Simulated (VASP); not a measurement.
# MgO (Periclase) (Immm) in VASP: notebook

MgO (Periclase) is run at these levels: PBE; tasks: single point.

Everything below comes from runs of VASP 6.6.1. Logs are shortened: lines on timing, memory, paths and dates and some standing lists are left out, and cuts for length are marked.

## Step 1: The cell of the first run

It takes space group Immm (No. 71, orthorhombic). Conventional cell: a = 2.967 Å, b = 2.997 Å, c = 4.217 Å, α = 90.00°, β = 90.00°, γ = 90.00°. Mg (site symmetry mmm) has 6 O at 2.11 Å within 2.8 Å. O (site symmetry mmm) has 6 Mg at 2.11 Å within 2.8 Å.

## Step 2: Single point, PBE

INCAR

```
PREC = Accurate ; ENCUT = 600
EDIFF = 1E-6 ; ISMEAR = -1
SIGMA = 0.02 ; LREAL = False
LASPH = True ; NELM = 120
ALGO = Normal ; ISIF = 2
LWAVE = False ; LCHARG = False
GGA = PE ; NBANDS = 11
GGA_COMPAT = False
```

KPOINTS

```
regular mesh
0
Gamma
  8 8 8
```

POSCAR

```
MgO
1.0
   -0.0105425000      2.1085000000      2.1085000000
    2.1085000000     -0.0105425000      2.1085000000
    2.0979575000      2.0979575000      0.0000000000
Mg O
1 1
Direct
    0.0000000000      0.0000000000      0.0000000000
    0.5000000000      0.5000000000      0.5000000000
```

Potentials or basis: VASP PAW PBE potentials, release 64 (Mg, O).

Command:

```sh
cat potpaw_PBE.64/Mg/POTCAR potpaw_PBE.64/O/POTCAR > POTCAR
mpirun -np 1 vasp_std > vasp.out
```

OUTCAR:

```text
PREC = Accurate
   ENCUT = 600
   EDIFF = 1E-6
   ISMEAR = -1
   LREAL = False
   LASPH = True
   NELM = 120
   ISIF = 2
   GGA = PE

 ion  position               nearest neighbor table
   1  0.000  0.000  0.000-   2 2.11   2 2.11   2 2.11   2 2.11   2 2.11   2 2.11
   2  0.500  0.500  0.500-   1 2.11   1 2.11   1 2.11   1 2.11   1 2.11   1 2.11

  LATTYP: Found a body centered orthorhombic cell.
 ALAT       =     2.9669599498
 B/A-ratio  =     1.0100502513
 C/A-ratio  =     1.4213201632

  Lattice vectors:

 A1 = (   0.0105425000,  -2.1085000000,  -2.1085000000)
 A2 = (  -0.0105425000,   2.1085000000,  -2.1085000000)
 A3 = (   2.1085000000,  -0.0105425000,   2.1085000000)

Analysis of symmetry for initial positions (statically):
=====================================================================
 Subroutine PRICEL returns:
 Original cell was already a primitive cell.

 Routine SETGRP: Setting up the symmetry group for a
 body centered orthorhombic supercell.

 Subroutine GETGRP returns: Found  8 space group operations
 (whereof  8 operations were pure point group operations)
 out of a pool of  8 trial point group operations.

The static configuration has the point symmetry D_2h.

Analysis of symmetry for dynamics (positions and initial velocities):
=====================================================================
 Subroutine PRICEL returns:
 Original cell was already a primitive cell.

 Routine SETGRP: Setting up the symmetry group for a
 body centered orthorhombic supercell.

 Subroutine GETGRP returns: Found  8 space group operations
 (whereof  8 operations were pure point group operations)
 out of a pool of  8 trial point group operations.

The dynamic configuration has the point symmetry D_2h.

 Subroutine INISYM returns: Found  8 space group operations
 (whereof  8 operations are pure point group operations),
 and found     1 'primitive' translations

----------------------------------------------------------------------------------------

                                     Primitive cell

  volume of cell :      18.7474

  direct lattice vectors                    reciprocal lattice vectors
    -0.010542500  2.108500000  2.108500000    -0.235955626  0.235955626  0.237135404
     2.108500000 -0.010542500  2.108500000     0.235955626 -0.235955626  0.237135404
     2.097957500  2.097957500  0.000000000     0.238327040  0.238327040 -0.237135404

  length of vectors
     2.981887933  2.981887933  2.966959950     0.409369411  0.409369411  0.412107699

  position of ions in fractional coordinates (direct lattice)
     0.000000000  0.000000000  0.000000000
     0.500000000  0.500000000  0.500000000

  ion indices of the primitive-cell ions
   primitive index   ion index
                 1           1
                 2           2

----------------------------------------------------------------------------------------

 KPOINTS: regular mesh

Automatic generation of k-mesh.
 Grid dimensions read from file:
 generate k-points for:    8    8    8

 Generating k-lattice:

  Cartesian coordinates                     Fractional coordinates (reciprocal lattice)
    -0.029494453  0.029494453  0.029641926     0.125000000  0.000000000  0.000000000
     0.029494453 -0.029494453  0.029641926     0.000000000  0.125000000  0.000000000
     0.029790880  0.029790880 -0.029641926     0.000000000  0.000000000  0.125000000

  Length of vectors
     0.051171176  0.051171176  0.051513462

  Shift w.r.t. Gamma in fractional coordinates (k-lattice)
     0.000000000  0.000000000  0.000000000

 Subroutine IBZKPT returns following result:
 ===========================================

 Found     95 irreducible k-points:

 Following reciprocal coordinates:
            Coordinates               Weight
  0.000000  0.000000  0.000000      1.000000
  0.125000  0.000000  0.000000      4.000000
  0.250000  0.000000  0.000000      4.000000
  0.375000  0.000000  0.000000      4.000000
  0.500000  0.000000  0.000000      2.000000
  0.125000  0.125000  0.000000      2.000000
[... 16 lines left out ...]
  0.125000  0.000000  0.125000      4.000000
  0.250000  0.000000  0.125000      8.000000
 [... further k-points ...]
   k-points           NKPTS =     95   k-points in BZ     NKDIM =     95   number of bands    NBANDS=     11
   number of dos      NEDOS =    301   number of ions     NIONS =      2
   total plane-waves  NPLWV =  13824
   dimension x,y,z NGX =    24 NGY =   24 NGZ =   24
   dimension x,y,z NGXF=    48 NGYF=   48 NGZF=   48
   ions per type =               1   1
   NGX,Y,Z   is equivalent  to a cutoff of  13.38, 13.38, 13.45 a.u.
   NGXF,Y,Z  is equivalent  to a cutoff of  26.76, 26.76, 26.90 a.u.
 SYSTEM =  unknown system
   PREC   = accura    normal or accurate (medium, high low for compatibility)
   ISTART =      0    job   : 0-new  1-cont  2-samecut
   ICHARG =      2    charge: 1-file 2-atom 10-const
   ISPIN  =      1    spin polarized calculation?
   LNONCOLLINEAR =      F non collinear calculations
   LSORBIT =      F    spin-orbit coupling
   LASPH  =      T    aspherical Exc in radial PAW
   ENCUT  =  600.0 eV  44.10 Ry    6.64 a.u.   5.96  5.96  5.93*2*pi/ulx,y,z
   NELM   =    120;   NELMIN=  2; NELMDL= -5     # of ELM steps
   EDIFF  = 0.1E-05   stopping-criterion for ELM
   LREAL  =      F    real-space projection
   EDIFFG = 0.1E-04   stopping-criterion for IOM
   NSW    =      0    number of steps for IOM
   IBRION =     -1    ionic relax: 0-MD 1-quasi-New 2-CG
   NFREE  =      0    steps in history (QN), initial steepest desc. (CG)
   ISIF   =      2    stress and relaxation
   ISYM   =      2    0-nonsym 1-usesym 2-fastsym
   POTIM  = 0.5000    time-step for ionic-motion
   TEBEG  =    0.0;   TEEND  =   0.0 temperature during run
   PSTRESS=    0.0 pullay stress
   NELECT =       8.0000    total number of electrons
   NUPDOWN=      -1.0000    fix difference up-down
   EMIN   =  10.00;   EMAX   =-10.00  energy-range for DOS
   EFERMI =   0.00;   METHOD = LEGACY
   ISMEAR =    -1;   SIGMA  =   0.02  broadening in eV -4-tet -1-fermi 0-gaus
   EFERMI_NEDOS =   21; number of points for ismear=-14 and -15
   IALGO  =     38    algorithm
   IMIX   =      4    mixing-type and parameters
     AMIX     =   0.40;   BMIX     =  1.00
     AMIX_MAG =   1.60;   BMIX_MAG =  1.00
  volume/ion in A,a.u.               =       9.37        63.26
  Fermi-wavevector in a.u.,A,eV,Ry     =   1.232513  2.329112 20.668451  1.519088
  Thomas-Fermi vector in A             =   2.367280
   LORBIT       =      0    0 simple, 1 ext, 2 COOP (PROOUT), +10 PAW based schemes
   GGA     = PE    functional components
   LHFCALC =     F    Hartree Fock is set to
   AEXX    =    0.0000 exact exchange contribution
   IVDW    =     0    specifies the selected vdW correction
   LEPSILON=     F    determine dielectric tensor
   LRPA    =     F    only Hartree local field effects (RPA)
 non-spin polarized calculation
  energy-cutoff  :      600.00
  volume of cell :       18.75
 maximum number of plane-waves:       636
   NGX = 11   NGY = 11   NGZ = 11

 number of electron       8.0000005 magnetization

 Free energy of the ion-electron system (eV)
  ---------------------------------------------------
  ext. energy  EPLUGINS =         0.00000000
  ---------------------------------------------------
  free energy    TOTEN  =       -11.90963282 eV

  energy without entropy =      -11.90963282  energy(sigma->0) =      -11.90963282

 E-fermi :   3.6632     XC(G=0): -11.0618

 val. band max:        3.1969315217   @ k =   0.0000   0.0000   0.0000
 cond. band min:       7.8517032960   @ k =   0.0000   0.0000   0.0000
 fundamental gap:      4.6547717743
 Fermi energy:         3.6632258822

 k-point     1 :       0.0000    0.0000    0.0000
  band No.  band energies     occupation
      1     -14.0855      2.00000
      2       3.1220      2.00000
      3       3.1589      2.00000
      4       3.1969      2.00000
      5       7.8517      0.00000
      6      18.7966      0.00000
      7      18.9429      0.00000
      8      19.0878      0.00000
      9      22.8457      0.00000
     10      24.6195      0.00000
     11      24.6212      0.00000

 k-point     2 :       0.1250    0.0000    0.0000
  band No.  band energies     occupation
      1     -13.9249      2.00000
      2       2.1825      2.00000
      3       3.0466      2.00000
      4       3.0952      2.00000
      5       8.7662      0.00000
      6      17.2080      0.00000
      7      19.2567      0.00000
      8      19.4390      0.00000
      9      23.6308      0.00000
     10      23.6939      0.00000
     11      25.0030      0.00000

 k-point     3 :       0.2500    0.0000    0.0000
  band No.  band energies     occupation
      1     -13.5077      2.00000
      2       0.4851      2.00000
      3       2.8156      2.00000
      4       2.8609      2.00000
      5      10.2229      0.00000
      6      15.6755      0.00000
      7      19.7764      0.00000
      8      19.9093      0.00000
      9      23.1929      0.00000
     10      23.3456      0.00000
     11      25.1274      0.00000

 k-point     4 :       0.3750    0.0000    0.0000
  band No.  band energies     occupation
      1     -13.0379      2.00000
      2      -0.9143      2.00000
      3       2.5984      2.00000
      4       2.6402      2.00000
      5      10.9617      0.00000
      6      15.4556      0.00000
      7      19.6248      0.00000
      8      19.7250      0.00000
      9      24.3408      0.00000
     10      24.4681      0.00000
     11      24.6673      0.00000

 k-point     5 :       0.5000    0.0000    0.0000
  band No.  band energies     occupation
      1     -12.8233      2.00000
      2      -1.4601      2.00000
      3       2.5117      2.00000
      4       2.5522      2.00000
      5      11.0682      0.00000
      6      15.6693      0.00000
      7      19.4596      0.00000
      8      19.5570      0.00000
      9      24.0443      0.00000
     10      25.4965      0.00000
     11      25.7118      0.00000
[... 211 lines left out ...]
 k-point    21 :       0.5000    0.5000    0.0000
  band No.  band energies     occupation
      1     -12.5540      2.00000
      2      -0.9103      2.00000
      3       1.7559      2.00000
      4       1.8766      2.00000
      5      12.2597      0.00000
      6      13.1105      0.00000
      7      16.2204      0.00000
      8      21.9770      0.00000
      9      22.1808      0.00000
     10      28.3996      0.00000
     11      29.9593      0.00000

 k-point    22 :      -0.0000   -0.0000    0.1250
  band No.  band energies     occupation
      1     -13.9219      2.00000
      2       2.2299      2.00000
      3       3.0188      2.00000
      4       3.0669      2.00000
      5       8.7665      0.00000
      6      17.3166      0.00000
      7      19.1588      0.00000
      8      19.3433      0.00000
      9      23.6001      0.00000
     10      23.6590      0.00000
     11      24.9908      0.00000

 k-point    23 :       0.1250    0.0000    0.1250
  band No.  band energies     occupation
      1     -13.8717      2.00000
      2       2.1259      2.00000
      3       2.9279      2.00000
      4       2.9294      2.00000
      5       9.0627      0.00000
      6      16.7586      0.00000
      7      19.4544      0.00000
      8      19.4558      0.00000
      9      21.9558      0.00000
     10      25.0986      0.00000
     11      26.0727      0.00000

 k-point    24 :       0.2500    0.0000    0.1250
  band No.  band energies     occupation
      1     -13.5465      2.00000
      2       0.8886      2.00000
      3       2.6735      2.00000
      4       2.7019      2.00000
      5      10.3630      0.00000
      6      15.4064      0.00000
      7      19.5544      0.00000
      8      19.9726      0.00000
      9      21.1859      0.00000
     10      25.0246      0.00000
     11      27.2012      0.00000

 [... further k-points ...]
[... 5 lines left out ...]
  --------------------------------------------------------------------------------------
  -------------------------------------------------------------------------------------
  Total        0.3651599      0.3651599      0.3625797      0.1717617      0.0000000      0.0000000
  in kB       31.2071210     31.2071210     30.9866166     14.6790198      0.0000000      0.0000000
  external PRESSURE =      31.1336195 kB  Pullay stress =       0.0000000 kB

 VOLUME and BASIS-vectors are now :
 -----------------------------------------------------------------------------
  energy-cutoff  :      600.00
  volume of cell :       18.75
      direct lattice vectors                 reciprocal lattice vectors
    -0.010542500  2.108500000  2.108500000    -0.235955626  0.235955626  0.237135404
     2.108500000 -0.010542500  2.108500000     0.235955626 -0.235955626  0.237135404
     2.097957500  2.097957500  0.000000000     0.238327040  0.238327040 -0.237135404

 POSITION                                       TOTAL-FORCE (eV/Angst)
 -----------------------------------------------------------------------------------
      0.00000      0.00000      0.00000         0.000000      0.000000     -0.000000
      2.09796      2.09796      2.10850        -0.000000     -0.000000      0.000000
 -----------------------------------------------------------------------------------
    total drift:                               -0.000000     -0.000000      0.000000

  FREE ENERGIE OF THE ION-ELECTRON SYSTEM (eV)
  ---------------------------------------------------
  free  energy   TOTEN  =       -11.9096328219 eV

  energy  without entropy=      -11.9096328219  energy(sigma->0) =      -11.90963282
```

Run time: 10 s. Hardware: 1 thread of Intel Xeon Platinum 8488C (Sapphire Rapids), shared host; peak memory 0.16 GiB.

Results:

```
Free energy            : -11.9096 eV
Pressure               : 3.1 GPa
Band gap on the k mesh : 4.65 eV, direct
```

As with any semilocal functional, this PBE gap is likely too small.

## Step 3: Single point, PBE

INCAR is that of step 2.

KPOINTS

```
Automatic mesh
0
Gamma
  8 8 8
```

POSCAR

```
MgO
1.0
   -0.0070283333      2.1085000000      2.1085000000
    2.1085000000     -0.0070283333      2.1085000000
    2.1014716667      2.1014716667      0.0000000000
Mg O
1 1
Direct
    0.0000000000      0.0000000000      0.0000000000
    0.5000000000      0.5000000000      0.5000000000
```

Potentials or basis: VASP PAW PBE potentials, release 64 (Mg, O).

Command:

```sh
cat potpaw_PBE.64/Mg/POTCAR potpaw_PBE.64/O/POTCAR > POTCAR
mpirun -np 1 vasp_std > vasp.out
```

Wall time 9.7 s (1 thread of Intel Xeon Platinum 8488C (Sapphire Rapids), shared host); peak memory 0.15 GiB.

Results (log left out):

| Quantity | Value |
| --- | --- |
| Free energy | -11.9101 eV |
| Pressure | 3.1 GPa |
| Band gap on the k mesh | 4.67 eV, direct |

Stress tensor (GPa, compression positive):
```
3.11 0.98 0.00
0.98 3.11 0.00
0.00 0.00 3.10
```

Levels at points of the mesh, in eV from the valence-band top:
```tsv
k point	band 1	band 2	band 3	band 4	band 5	band 6	band 7	band 8
(0.00, 0.00, 0.00)	-17.27	-0.05	-0.03	0.00	4.67	15.66	15.76	15.85
(0.50, 0.00, 0.00)	-16.00	-4.64	-0.67	-0.65	7.87	12.50	16.27	16.33
(0.50, 0.50, 0.00)	-15.74	-4.09	-1.41	-1.33	9.08	9.92	13.04	18.83
(0.00, 0.00, 0.50)	-15.99	-4.61	-0.70	-0.68	7.83	12.58	16.17	16.24
(0.50, 0.00, 0.50)	-15.74	-4.09	-1.37	-1.37	9.09	9.91	13.04	18.89
```
